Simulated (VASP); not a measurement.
# TaN (P1) in VASP: a series of runs

Runs on TaN. Level: r2SCAN. Tasks: single point.

Everything below comes from runs of VASP 6.6.1. Logs are shortened: lines on timing, memory, paths and dates and some standing lists are left out, and cuts for length are marked.

### Step 1. The cell of the first run

The typed cell holds 2 atoms: a = 2.977 Å, b = 2.911 Å, c = 2.730 Å, α = 97.43°, β = 87.03°, γ = 121.34°.

### Step 2. Single point, r2SCAN (atoms moved at random and the cell strained at random)

The input, POSCAR:

```
TaN
1.0
    2.9762900694     -0.0129209418      0.0741585831
   -1.4993348985      2.4883584253     -0.1843700940
    0.0728569417     -0.1670915586      2.7243245357
Ta N
1 1
Direct
    0.3264965707      0.6620768675      0.4996283511
    0.0068367626      0.0045897992      0.0003716489
```

The input, INCAR.step1:

```
SYSTEM = TaN
ALGO = Normal ; EDIFF = 1E-4
ENCUT = 520 ; GGA = PE
ISMEAR = 0 ; LASPH = .TRUE.
LCHARG = .FALSE. ; LREAL = .FALSE.
LWAVE = .TRUE. ; NBANDS = 15
NELM = 60 ; PREC = Accurate
SIGMA = 0.15
```

The input, INCAR.step2:

```
SYSTEM = TaN
ALGO = Normal ; EDIFF = 1E-6
ENCUT = 520 ; ISIF = 2
ISMEAR = 0 ; ISTART = 1
LASPH = .TRUE. ; LCHARG = .FALSE.
LMIXTAU = .TRUE. ; LREAL = .FALSE.
LWAVE = .FALSE. ; METAGGA = R2SCAN
NBANDS = 15 ; NELM = 60
PREC = Accurate ; SIGMA = 0.15
```

The input, KPOINTS:

```
k-points
0
G
  12 12 12
  0 0 0
```

Potentials or basis: VASP PAW PBE potentials, release 64 (Ta_pv, N).

Launch:

```bash
> cat potpaw_PBE.64/Ta_pv/POTCAR potpaw_PBE.64/N/POTCAR > POTCAR
> cp INCAR.step1 INCAR
> mpirun -np 1 vasp_std > vasp.out
> cp INCAR.step2 INCAR
> mpirun -np 1 vasp_std > vasp.out
```

OUTCAR:

```text
SYSTEM = TaN
   EDIFF = 1E-6
   ENCUT = 520
   ISIF = 2
   ISMEAR = 0
   ISTART = 1
   LASPH = .TRUE.
   LREAL = .FALSE.
   METAGGA = R2SCAN
   NELM = 60
   PREC = Accurate

 ion  position               nearest neighbor table
   1  0.326  0.662  0.500-   2 2.00   2 2.07   2 2.19   2 2.22   2 2.25   2 2.29
   2  0.007  0.005  0.000-   1 2.00   1 2.07   1 2.19   1 2.22   1 2.25   1 2.29

  LATTYP: Found a triclinic cell.
 ALAT       =     2.9110007080
 B/A-ratio  =     0.9909555242
 C/A-ratio  =     0.9379647554
 COS(alpha) =     0.0769734429
 COS(beta)  =     0.1292492693
 COS(gamma) =     0.4722533510

  Lattice vectors:

 A1 = (  -1.4993348985,   2.4883584253,  -0.1843700940)
 A2 = (   1.4769551709,   2.4754374835,  -0.1102115109)
 A3 = (  -0.0728569417,   0.1670915586,  -2.7243245357)

Analysis of symmetry for initial positions (statically):
=====================================================================
 Subroutine PRICEL returns:
 Original cell was already a primitive cell.

 Routine SETGRP: Setting up the symmetry group for a
 triclinic supercell.

 Subroutine GETGRP returns: Found  1 space group operations
 (whereof  1 operations were pure point group operations)
 out of a pool of  2 trial point group operations.

The static configuration has the point symmetry C_1 .

Analysis of symmetry for dynamics (positions and initial velocities):
=====================================================================
 Subroutine PRICEL returns:
 Original cell was already a primitive cell.

 Routine SETGRP: Setting up the symmetry group for a
 triclinic supercell.

 Subroutine GETGRP returns: Found  1 space group operations
 (whereof  1 operations were pure point group operations)
 out of a pool of  2 trial point group operations.

The dynamic configuration has the point symmetry C_1 .

 Subroutine INISYM returns: Found  1 space group operations
 (whereof  1 operations are pure point group operations),
 and found     1 'primitive' translations

----------------------------------------------------------------------------------------

                                     Primitive cell

  volume of cell :      20.0374

  direct lattice vectors                    reciprocal lattice vectors
     2.976290069 -0.012920942  0.074158583     0.336784740  0.203182200  0.003455141
    -1.499334898  2.488358425 -0.184370094     0.001138350  0.404392720  0.024772259
     0.072856942 -0.167091559  2.724324536    -0.009090547  0.021836686  0.368645887

  length of vectors
     2.977241848  2.911000708  2.730416067     0.393343241  0.405152357  0.369403937

  position of ions in fractional coordinates (direct lattice)
     0.326496571  0.662076867  0.499628351
     0.006836763  0.004589799  0.000371649

  ion indices of the primitive-cell ions
   primitive index   ion index
                 1           1
                 2           2

----------------------------------------------------------------------------------------

 KPOINTS: k-points

Automatic generation of k-mesh.
 Grid dimensions read from file:
 generate k-points for:   12   12   12

 Generating k-lattice:

  Cartesian coordinates                     Fractional coordinates (reciprocal lattice)
     0.028065395  0.016931850  0.000287928     0.083333333  0.000000000 -0.000000000
     0.000094862  0.033699393  0.002064355     0.000000000  0.083333333  0.000000000
    -0.000757546  0.001819724  0.030720491    -0.000000000  0.000000000  0.083333333

  Length of vectors
     0.032778603  0.033762696  0.030783661

  Shift w.r.t. Gamma in fractional coordinates (k-lattice)
     0.000000000  0.000000000  0.000000000

 Subroutine IBZKPT returns following result:
 ===========================================

 Found    868 irreducible k-points:

 Following reciprocal coordinates:
            Coordinates               Weight
  0.000000  0.000000  0.000000      1.000000
  0.083333 -0.000000  0.000000      2.000000
  0.166667 -0.000000  0.000000      2.000000
  0.250000  0.000000 -0.000000      2.000000
  0.333333 -0.000000  0.000000      2.000000
  0.416667 -0.000000  0.000000      2.000000
[... 16 lines left out ...]
  0.250000  0.166667 -0.000000      2.000000
  0.333333  0.166667  0.000000      2.000000
 [... further k-points ...]
   k-points           NKPTS =    868   k-points in BZ     NKDIM =    868   number of bands    NBANDS=     15
   number of dos      NEDOS =    301   number of ions     NIONS =      2
   total plane-waves  NPLWV =  11520
   dimension x,y,z NGX =    24 NGY =   24 NGZ =   20
   dimension x,y,z NGXF=    48 NGYF=   48 NGZF=   40
   ions per type =               1   1
   NGX,Y,Z   is equivalent  to a cutoff of  13.40, 13.71, 12.18 a.u.
   NGXF,Y,Z  is equivalent  to a cutoff of  26.80, 27.41, 24.35 a.u.
 SYSTEM =  TaN
   PREC   = accura    normal or accurate (medium, high low for compatibility)
   ISTART =      1    job   : 0-new  1-cont  2-samecut
   ICHARG =      0    charge: 1-file 2-atom 10-const
   ISPIN  =      1    spin polarized calculation?
   LNONCOLLINEAR =      F non collinear calculations
   LSORBIT =      F    spin-orbit coupling
   LASPH  =      T    aspherical Exc in radial PAW
   ENCUT  =  520.0 eV  38.22 Ry    6.18 a.u.   5.54  5.41  5.08*2*pi/ulx,y,z
   NELM   =     60;   NELMIN=  2; NELMDL=  0     # of ELM steps
   EDIFF  = 0.1E-05   stopping-criterion for ELM
   LREAL  =      F    real-space projection
   EDIFFG = 0.1E-04   stopping-criterion for IOM
   NSW    =      0    number of steps for IOM
   IBRION =     -1    ionic relax: 0-MD 1-quasi-New 2-CG
   NFREE  =      0    steps in history (QN), initial steepest desc. (CG)
   ISIF   =      2    stress and relaxation
   ISYM   =      2    0-nonsym 1-usesym 2-fastsym
   POTIM  = 0.5000    time-step for ionic-motion
   TEBEG  =    0.0;   TEEND  =   0.0 temperature during run
   PSTRESS=    0.0 pullay stress
   NELECT =      16.0000    total number of electrons
   NUPDOWN=      -1.0000    fix difference up-down
   EMIN   =  10.00;   EMAX   =-10.00  energy-range for DOS
   EFERMI =   0.00;   METHOD = LEGACY
   ISMEAR =     0;   SIGMA  =   0.15  broadening in eV -4-tet -1-fermi 0-gaus
   EFERMI_NEDOS =   21; number of points for ismear=-14 and -15
   IALGO  =     38    algorithm
   IMIX   =      4    mixing-type and parameters
     AMIX     =   0.40;   BMIX     =  1.00
     AMIX_MAG =   1.60;   BMIX_MAG =  1.00
  volume/ion in A,a.u.               =      10.02        67.61
  Fermi-wavevector in a.u.,A,eV,Ry     =   1.518802  2.870119 31.385355  2.306758
  Thomas-Fermi vector in A             =   2.627873
   LORBIT       =      0    0 simple, 1 ext, 2 COOP (PROOUT), +10 PAW based schemes
   METAGGA = R2SCAN    functional components
   LHFCALC =     F    Hartree Fock is set to
   AEXX    =    0.0000 exact exchange contribution
   IVDW    =     0    specifies the selected vdW correction
   LEPSILON=     F    determine dielectric tensor
   LRPA    =     F    only Hartree local field effects (RPA)
 non-spin polarized calculation
 Gauss-broadening in eV      SIGMA  =   0.15
  energy-cutoff  :      520.00
  volume of cell :       20.04
 maximum number of plane-waves:       554
 NGX is ok and might be reduce to    24
   NGX = 11   NGY = 11   NGZ = 11

 number of electron      16.0000002 magnetization

 Free energy of the ion-electron system (eV)
  ---------------------------------------------------
  ext. energy  EPLUGINS =         0.00000000
  ---------------------------------------------------
  free energy    TOTEN  =       -59.71638479 eV

  energy without entropy =      -59.71478710  energy(sigma->0) =      -59.71558594

 E-fermi :   9.1018     XC(G=0): -14.7838

 val. band max:        9.0917961426   @ k =   0.5000  -0.0000   0.5000
 cond. band min:       9.1089926088   @ k =   0.0000   0.5000   0.4167
 fundamental gap:      0.0171964662
 Fermi energy:         9.1018020929

 k-point     1 :       0.0000    0.0000    0.0000
  band No.  band energies     occupation
      1     -26.7515      2.00000
      2     -26.6892      2.00000
      3     -26.6117      2.00000
      4     -10.4181      2.00000
      5       3.0242      2.00000
      6       3.4983      2.00000
      7       4.5678      2.00000
      8       6.1187      2.00000
      9      10.8842      0.00000
     10      12.4689      0.00000
     11      13.0053      0.00000
     12      14.8572      0.00000
     13      15.1964      0.00000
     14      20.0999      0.00000
     15      24.3248      0.00000

 k-point     2 :       0.0833   -0.0000    0.0000
  band No.  band energies     occupation
      1     -26.7642      2.00000
      2     -26.7467      2.00000
      3     -26.6381      2.00000
      4     -10.2619      2.00000
      5       2.7553      2.00000
      6       3.5270      2.00000
      7       4.7019      2.00000
      8       5.9696      2.00000
      9      11.2058      0.00000
     10      12.4435      0.00000
     11      12.9864      0.00000
     12      14.9146      0.00000
     13      15.1839      0.00000
     14      20.0999      0.00000
     15      24.1638      0.00000

 k-point     3 :       0.1667   -0.0000    0.0000
  band No.  band energies     occupation
      1     -26.9918      2.00000
      2     -26.7590      2.00000
      3     -26.6550      2.00000
      4      -9.8365      2.00000
      5       2.0113      2.00000
      6       3.7404      2.00000
      7       5.0134      2.00000
      8       5.6630      2.00000
      9      11.4653      0.00000
     10      12.4879      0.00000
     11      13.0643      0.00000
     12      15.1307      0.00000
     13      15.4596      0.00000
     14      20.0998      0.00000
     15      23.9303      0.00000

 k-point     4 :       0.2500    0.0000   -0.0000
  band No.  band energies     occupation
      1     -27.3001      2.00000
      2     -26.8041      2.00000
      3     -26.6370      2.00000
      4      -9.2557      2.00000
      5       1.1855      2.00000
      6       3.9671      2.00000
      7       5.0509      2.00000
      8       5.6522      2.00000
      9      11.2228      0.00000
     10      12.7079      0.00000
     11      13.2016      0.00000
     12      15.6283      0.00000
     13      16.2334      0.00000
     14      20.0998      0.00000
     15      23.8938      0.00000
[... 307 lines left out ...]
 k-point    22 :       0.1667    0.1667   -0.0000
  band No.  band energies     occupation
      1     -27.4336      2.00000
      2     -26.9103      2.00000
      3     -26.6236      2.00000
      4      -8.8530      2.00000
      5       0.8996      2.00000
      6       3.9103      2.00000
      7       4.5007      2.00000
      8       6.2006      2.00000
      9      10.9033      0.00000
     10      12.4958      0.00000
     11      13.8256      0.00000
     12      15.6368      0.00000
     13      16.8739      0.00000
     14      20.1002      0.00000
     15      24.3444      0.00000

 k-point    23 :       0.2500    0.1667   -0.0000
  band No.  band energies     occupation
      1     -27.6399      2.00000
      2     -27.0042      2.00000
      3     -26.5938      2.00000
      4      -8.3304      2.00000
      5       0.4672      2.00000
      6       3.7179      2.00000
      7       4.3769      2.00000
      8       6.5519      2.00000
      9      10.5228      0.00000
     10      12.2447      0.00000
     11      14.3495      0.00000
     12      16.0674      0.00000
     13      18.2524      0.00000
     14      20.1007      0.00000
     15      24.6072      0.00000

 k-point    24 :       0.3333    0.1667    0.0000
  band No.  band energies     occupation
      1     -27.7627      2.00000
      2     -27.0863      2.00000
      3     -26.5729      2.00000
      4      -7.9508      2.00000
      5       0.2702      2.00000
      6       3.5800      2.00000
      7       4.0081      2.00000
      8       6.9716      2.00000
      9      10.5301      0.00000
     10      12.0902      0.00000
     11      14.4263      0.00000
     12      16.1414      0.00000
     13      19.9829      0.00000
     14      20.1260      0.00000
     15      23.7361      0.00000

 [... further k-points ...]

------------------------ aborting loop because EDIFF is reached ----------------------------------------

  FORCE on cell =-STRESS in cart. coord.  units (eV):
  Direction    XX          YY          ZZ          XY          YZ          ZX
  --------------------------------------------------------------------------------------
  -------------------------------------------------------------------------------------
  Total        1.7746602      5.2467437      8.9903234     -0.2128728      5.3139167     -2.0257423
  in kB      141.9006895    419.5262588    718.8604869    -17.0211712    424.8973726   -161.9770542
  external PRESSURE =     426.7624784 kB  Pullay stress =       0.0000000 kB

 VOLUME and BASIS-vectors are now :
 -----------------------------------------------------------------------------
  energy-cutoff  :      520.00
  volume of cell :       20.04
      direct lattice vectors                 reciprocal lattice vectors
     2.976290069 -0.012920942  0.074158583     0.336784740  0.203182200  0.003455141
    -1.499334898  2.488358425 -0.184370094     0.001138350  0.404392720  0.024772259
     0.072856942 -0.167091559  2.724324536    -0.009090547  0.021836686  0.368645887

 POSITION                                       TOTAL-FORCE (eV/Angst)
 -----------------------------------------------------------------------------------
      0.01547      1.55978      1.26330         0.793664      1.172733      0.569355
      0.01349      0.01127      0.00067        -0.793664     -1.172733     -0.569355
 -----------------------------------------------------------------------------------
    total drift:                                0.000023     -0.000148      0.000075

  FREE ENERGIE OF THE ION-ELECTRON SYSTEM (eV)
  ---------------------------------------------------
  free  energy   TOTEN  =       -59.7163847853 eV

  energy  without entropy=      -59.7147870965  energy(sigma->0) =      -59.71558594
```

It took 4.1 min on 1 thread of Intel Xeon 6975P-C (Granite Rapids), shared host; peak memory 0.36 GiB.

What came out:

```yaml
Free_energy: -59.7164 eV
Pressure: 42.7 GPa
Largest_force: 1.526 eV/Å
Band_gap_on_the_k_mesh: zero (bands 8 and 9 overlap by 0.30 eV)
```

Forces on the atoms (eV/Å):
```
Ta   0.794  1.173  0.569
N   -0.794 -1.173 -0.569
```

Caveat: the cell differs from its parent crystal (atoms moved at random and the cell strained at random); the cell stands under pressure; the PAW data sets were made with another functional, which shifts forces and pressure a little; spin-orbit coupling is left out, which moves the levels of the heavy elements.

[end of part 1 of 2]
